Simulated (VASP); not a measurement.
# O (R-3m) in VASP: further runs, part 2 of 2

VASP 6.6.1.

## Step 5: Single point, LDA

This run uses another cell than the first one, of 12.68 Å³/atom.

Input file INCAR:

```
PREC = Accurate ; ENCUT = 600
EDIFF = 1E-6 ; ISMEAR = -1
SIGMA = 0.05 ; LREAL = F
LASPH = T ; NELM = 120
ALGO = Normal ; ISIF = 2
LWAVE = F ; LCHARG = F
GGA = CA ; NBANDS = 13
GGA_COMPAT = F
```

Input file KPOINTS:

```
Automatic mesh
0
Gamma
  8 8 8
```

Input file POSCAR:

```
O
1.0
    1.4512659108      0.8378892683      3.4751463827
   -1.4512659108      0.8378892683      3.4751463827
    0.0000000000     -1.6757775170      3.4751463827
O
2
Direct
    0.0577000000      0.0577000000      0.0577000000
    0.9423000000      0.9423000000      0.9423000000
```

Potentials or basis: VASP PAW LDA potentials, release 64 (O).

On the command line:

```console
> cat potpaw_LDA.64/O/POTCAR > POTCAR
> mpirun -np 1 vasp_std > vasp.out
```

OUTCAR:

```text
PREC = Accurate
   ENCUT = 600
   EDIFF = 1E-6
   ISMEAR = -1
   LREAL = F
   LASPH = T
   NELM = 120
   ISIF = 2
   GGA = CA

 ion  position               nearest neighbor table
   1  0.058  0.058  0.058-   2 1.20
   2  0.942  0.942  0.942-   1 1.20

  LATTYP: Found a trigonal (rhomboedric) cell.
 ALAT       =     3.8580919573
 COS(alpha) =     0.7170048616

  Lattice vectors:

 A1 = (   1.4512659108,   0.8378892683,   3.4751463827)
 A2 = (  -1.4512659108,   0.8378892683,   3.4751463827)
 A3 = (   0.0000000000,  -1.6757775170,   3.4751463827)

Analysis of symmetry for initial positions (statically):
=====================================================================
 Subroutine PRICEL returns:
 Original cell was already a primitive cell.

 Routine SETGRP: Setting up the symmetry group for a
 trigonal (rhombohedral) supercell.

 Subroutine GETGRP returns: Found 12 space group operations
 (whereof 12 operations were pure point group operations)
 out of a pool of 12 trial point group operations.

The static configuration has the point symmetry D_3d.

[... 170 lines left out ...]
      3      -9.1903      2.00000
      4      -6.6544      2.00000
      5      -6.6544      2.00000
      6       0.0888      0.00004
      7       0.0888      0.00004
      8       7.2854      0.00000
      9      10.4298      0.00000
     10      13.8234      0.00000
     11      17.2983      0.00000
     12      20.1763      0.00000
     13      20.1763      0.00000
[... 354 lines left out ...]
  band No.  band energies     occupation
      1     -27.4390      2.00000
      2     -14.0870      2.00000
      3      -8.4539      2.00000
      4      -7.5252      2.00000
      5      -6.8414      2.00000
      6      -0.4577      1.08674
      7      -0.1349      0.00373
      8       8.3505      0.00000
      9      10.5771      0.00000
     10      13.2137      0.00000
     11      14.8267      0.00000
     12      20.6622      0.00000
     13      21.1335      0.00000

 [... further k-points ...]

------------------------ aborting loop because EDIFF is reached ----------------------------------------

  FORCE on cell =-STRESS in cart. coord.  units (eV):
  Direction    XX          YY          ZZ          XY          YZ          ZX
  --------------------------------------------------------------------------------------
  -------------------------------------------------------------------------------------
  Total       -1.8040627     -1.8040634      1.6099700      0.0000000      0.0000002      0.0000000
  in kB     -113.9998838   -113.9999285    101.7350427      0.0000000      0.0000099      0.0000000
  external PRESSURE =     -42.0882565 kB  Pullay stress =       0.0000000 kB

 VOLUME and BASIS-vectors are now :
 -----------------------------------------------------------------------------
  energy-cutoff  :      600.00
  volume of cell :       25.35
      direct lattice vectors                 reciprocal lattice vectors
     1.451265911  0.837889268  3.475146383     0.344526800  0.198912602  0.095919201
    -1.451265911  0.837889268  3.475146383    -0.344526800  0.198912602  0.095919201
     0.000000000 -1.675777517  3.475146383     0.000000000 -0.397825203  0.095919260

 POSITION                                       TOTAL-FORCE (eV/Angst)
 -----------------------------------------------------------------------------------
      0.00000      0.00000      0.60155         0.000000      0.000000      1.354008
      0.00000      0.00000      9.82389         0.000000     -0.000000     -1.354008
 -----------------------------------------------------------------------------------
    total drift:                               -0.000000     -0.000000      0.000000

  FREE ENERGIE OF THE ION-ELECTRON SYSTEM (eV)
  ---------------------------------------------------
  free  energy   TOTEN  =       -10.5056090038 eV

  energy  without entropy=      -10.4842680039  energy(sigma->0) =      -10.49493850
```

OSZICAR:

```text
N       E                     dE             d eps       ncg     rms          rms(c)
DAV:   1     0.382424004581E+02    0.38242E+02   -0.68321E+03  1706   0.946E+02
DAV:   2    -0.928744582718E+01   -0.47530E+02   -0.45747E+02  2149   0.189E+02
DAV:   3    -0.108257182511E+02   -0.15383E+01   -0.15205E+01  1979   0.310E+01
DAV:   4    -0.108301628032E+02   -0.44446E-02   -0.44443E-02  1915   0.200E+00
DAV:   5    -0.108301801550E+02   -0.17352E-04   -0.17352E-04  1943   0.119E-01    0.439E+00
DAV:   6    -0.105702628848E+02    0.25992E+00   -0.21969E-01  1830   0.424E+00    0.230E+00
DAV:   7    -0.105046681807E+02    0.65595E-01   -0.19781E-01  1915   0.391E+00    0.443E-01
DAV:   8    -0.105056501568E+02   -0.98198E-03   -0.15180E-02  1730   0.101E+00    0.644E-02
DAV:   9    -0.105056125061E+02    0.37651E-04   -0.18827E-04  1935   0.124E-01    0.220E-02
DAV:  10    -0.105056088949E+02    0.36111E-05   -0.12362E-05  1920   0.349E-02    0.618E-03
DAV:  11    -0.105056090038E+02   -0.10883E-06   -0.21377E-06  1741   0.133E-02
   1 F= -.10505609E+02 E0= -.10494939E+02  d E =-.213410E-01
```

Wall time 15 s (1 thread of Intel Xeon Platinum 8375C at 2.90GHz (Ice Lake), shared host); peak memory 0.14 GiB.

Results:

```
Free energy            : -10.5056 eV
Pressure               : -4.2 GPa
Largest force          : 1.354 eV/Å
Band gap on the k mesh : zero (bands 6 and 7 overlap by 1.17 eV)
```

Forces in eV/Å, atoms in the order of the input:
```
O    0.000  0.000  1.354
O    0.000  0.000 -1.354
```

Caveat: the standard files for N, O and F lose accuracy on very short bonds; spin is off for a triplet molecule; the cell stands under tension; forces of over 1 eV/Å act on the atoms, so gaps and moduli don't describe the material at rest.

## Step 6: Overview

| cell | gap on the mesh (eV) | pressure (GPa) | largest force (eV/Å) |
| --- | --- | --- | --- |
| a = 3.784 Å, angles 44.2°, 2 atoms | none | 1.6 | 3.49 |
| a = 3.809 Å, angles 44.2°, 2 atoms | none | -0.6 | 2.73 |
| a = 3.834 Å, angles 44.2°, 2 atoms | none | -2.5 | 2.02 |
| a = 3.858 Å, angles 44.2°, 2 atoms | none | -4.2 | 1.35 |

Alike in all rows: task single point; level LDA; potentials or basis VASP PAW LDA potentials, release 64 (O); no spin polarisation; k mesh 8 × 8 × 8; cutoff (eV) 600; smearing fermi-dirac 0.05 eV.

Caveats: the standard files for N, O and F lose accuracy on very short bonds; spin is off for a triplet molecule; forces of over 1 eV/Å act on the atoms, so gaps and moduli don't describe the material at rest; the cell stands under tension (at least some runs).

Total energies depend on the potentials used, so only differences within one code and one set of settings carry meaning.
